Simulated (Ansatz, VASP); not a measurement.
# Two plane-wave programs on Li2Bi

Contents of INCAR:

```
SYSTEM = Li2Bi
PREC = Accurate
ENCUT = 750
EDIFF = 1E-6
ISMEAR = -1
SIGMA = 0.0229
LREAL = .FALSE.
LASPH = .TRUE.
NELM = 120
ALGO = Normal
ISIF = 2
LWAVE = .FALSE.
LCHARG = .TRUE.
GGA = PE
LELF = .TRUE.
LVHAR = .TRUE.
NBANDS = 18
GGA_COMPAT = .FALSE.
```

Contents of KPOINTS:

```
regular mesh
0
G
  6 6 8
  0 0 0
```

The input POSCAR:

```
Li2Bi
1.0
    4.7892730000      0.0000000000      0.0000000000
   -2.3946370000      4.1476360000      0.0000000000
    0.0000000000      0.0000000000      3.0275050000
Li Bi
2 1
Direct
    0.3333000000      0.6667000000      0.5000000000
    0.6666000000      0.3333000000      0.5000000000
    0.0000000000      0.0000000000      0.0000000000
```

Input for Ansatz:

```yaml
crystal:
  lattice:
    - [4.789273, 0.0, 0.0]
    - [-2.394637, 4.147636, 0.0]
    - [0.0, 0.0, 3.027505]
  atoms:
    - { symbol: Li, position: [0.3333, 0.6667, 0.5] }
    - { symbol: Li, position: [0.6666, 0.3333, 0.5] }
    - { symbol: Bi, position: [0.0, 0.0, 0.0] }
  symmetry: { tolerance: 0.0003 }
kpoints:
  mp_grid: { grid: [6, 6, 8], shift: [0, 0, 0] }
  band_path:
    path:
      - [0.0, 0.0, 0.0]
      - [0.49999982, 2.4e-07, 0.0]
      - [0.33333322, 0.33333369, 0.0]
      - [0.0, 0.0, 0.0]
      - [0.0, 0.0, 0.5]
      - [0.49999982, 2.4e-07, 0.5]
      - [0.33333322, 0.33333369, 0.5]
      - [0.0, 0.0, 0.5]
      - [0.49999982, 2.4e-07, 0.5]
      - [0.49999982, 2.4e-07, 0.0]
      - [0.33333322, 0.33333369, 0.5]
    npoints: 6
magnetization:
  spin_polarized: false
scf:
  occupations: { method: fermi_dirac, width: 0.0229 }
  lower_state_search: "off"
  max_iter: 200
hamiltonian:
  pseudopotentials: { kind: paw }
  xc: pbe
basis:
  ecutwfc: 420
  fft_grid_basis: typed
output:
  forces: true
  stress: true
  eigenvalues: true
  bader: true
  populations: true
  elf: true
  write_potential: true
  volumetric_format: npy
  dos:
    e_range: [-12, 8]
    de: 0.05
    projected: { site_lists: { Bi: [Bi], Li: [Li] } }
checkpoint:
  read: saved_state
```

Alike in both runs: task single point; functional PBE; k mesh 6 × 6 × 8; occupations fermi-dirac, width 0.0229 eV; no spin polarisation.

```csv
,VASP,Ansatz
version,VASP 6.6.1,Ansatz 0.2.0
potentials or method,"VASP PAW PBE potentials, release 64 (Li_sv, Bi_d), cutoff 750 eV",PAW plane waves
valence electrons in the cell,21,21
```

|  | VASP | Ansatz | Ansatz less VASP |
| --- | --- | --- | --- |
| pressure (GPa) | 4.4 | 4.5 | +0.11 |
| traceless stress, the component that is largest in VASP (GPa) | 13.66 | 13.67 | +0.006 |

The functional is the same, so the differences come from potentials, cutoffs and numerics. Ansatz's warnings: structure snapped to symmetry.

Neither program's run includes spin-orbit coupling.
